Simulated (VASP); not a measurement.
Input of a VASP 6.6.1 run:

INCAR

```
PREC     = Accurate       # precision mode
ENCUT    = 600            # plane-wave cutoff, eV
EDIFF    = 1E-7           # SCF threshold, eV
ISMEAR   = 0              # smearing method
SIGMA    = 0.05           # smearing width, eV
LREAL    = F              # projectors in reciprocal space
LASPH    = T              # aspherical terms in the spheres
NELM     = 200            # most SCF steps
ALGO     = Normal         # electronic algorithm
ISIF     = 4              # what is computed and relaxed
LWAVE    = F              # write WAVECAR
LCHARG   = F              # write CHGCAR
ISPIN    = 2              # spin polarisation
MAGMOM   = 1.87 -1.87 0 0 # initial moments
LORBIT   = 11             # projections on sites
LMAXMIX  = 4              # l up to which the mixer works
LDAU     = T              # DFT+U
LDAUTYPE = 2            
LDAUL    = 2 -1           # shell
LDAUU    = 6.2 0          # U, eV
LDAUJ    = 0 0          
LDAUPRINT= 1            
GGA      = PE             # functional
IBRION   = 2              # ionic algorithm
NSW      = 60             # ionic steps
EDIFFG   = -0.01          # ionic threshold
GGA_COMPAT= F            
NELMIN   = 4
```

The input KPOINTS:

```
Automatic mesh
0
Gamma
  10 10 10
```

The input POSCAR:

```
NiO
1.0
   -2.1507960427     -2.1507960427      4.3050576540
   -4.3050576540     -2.1507960427      2.1507960427
   -2.1507960427     -4.3050576540      2.1507960427
Ni O
2 2
Direct
    0.0000000000      0.0000000000      0.0000000000
    0.5000000000      0.5000000000      0.5000000000
    1.2500000005     -0.7499999995     -0.7499999995
    1.7499999995     -0.2500000005     -0.2500000005
```

Potentials or basis: VASP PAW PBE potentials, release 64 (Ni, O).

Command:

```bash
$ cat potpaw_PBE.64/Ni/POTCAR potpaw_PBE.64/O/POTCAR > POTCAR
$ mpirun -np 1 vasp_std > vasp.out
```

(1) What does it give for the net moment?

(2) Estimate the site moments.

(3) Predict the band gap on the k mesh.

## Answers

(1) 0.00 μB per cell.

(2) Ni +1.77, -1.77; O +0.00 μB.

(3) 2.76 eV.
